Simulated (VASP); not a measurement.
Set up this calculation in VASP 6.6.1, as the native input.

| Quantity | Value |
| --- | --- |
| Task | relaxation of the atoms |
| Functional | PBEsol |
| Potentials or basis | VASP PAW PBE potentials, release 64 (Cs_sv, Cl) |
| Cutoff | 450 eV |
| k mesh | 6 × 6 × 6 |
| Occupations | gaussian, width 0.01 eV |
| Spin | no spin polarisation |
| Dipole correction | no |
| Further INCAR settings | ALGO = Normal; EDIFF = 1e-07; IBRION = 2; EDIFFG = -0.002; NSW = 50 |

The structure of CsCl lies in POSCAR:

```
CsCl
1.0
    4.0653446562      0.0101633616      0.0101633616
    0.0101633616      4.0653446562      0.0101633616
    0.0101633616      0.0101633616      4.0653446562
Cs Cl
1 1
Direct
    0.0000000000      0.0000000000      0.0000000000
    0.5000000000      0.5000000000      0.5000000000
```

This cell differs from its parent crystal: equal xy, yz and zx engineering shears of +0.5 %.

The input as run:

INCAR

```
SYSTEM = CsCl
ALGO = Normal
EDIFF = 1E-7
EDIFFG = -0.002
ENCUT = 450
GGA = PS
GGA_COMPAT = .FALSE.
IBRION = 2
ISIF = 2
ISMEAR = 0
LASPH = .TRUE.
LCHARG = .FALSE.
LREAL = .FALSE.
LWAVE = .FALSE.
NELM = 120
NELMIN = 4
NSW = 50
PREC = Accurate
SIGMA = 0.01
```

KPOINTS

```
k-points
0
G
  6 6 6
  0 0 0
```

Potentials or basis: VASP PAW PBE potentials, release 64 (Cs_sv, Cl).

The run is started by

```bash
$ cat potpaw_PBE.64/Cs_sv/POTCAR potpaw_PBE.64/Cl/POTCAR > POTCAR
$ mpirun -np 1 vasp_std > vasp.out
```

Results of the run:

```json
{"Pressure after relaxing": "0.1 GPa", "Band gap on the k mesh": "5.21 eV"}
```

Caveat: the cell differs from its parent crystal (equal xy, yz and zx engineering shears of +0.5 %); the relaxation stopped at its first step, so nothing moved; the PAW data sets were made with another functional, which shifts forces and pressure a little; spin-orbit coupling is left out, which moves the levels of the heavy elements.

Wall time 20 s on 1 thread of Intel(R) Xeon(R) Platinum 8259CL CPU @ 2.50GHz (Skylake/Cascade Lake), on a shared host, peak memory 0.16 GiB.
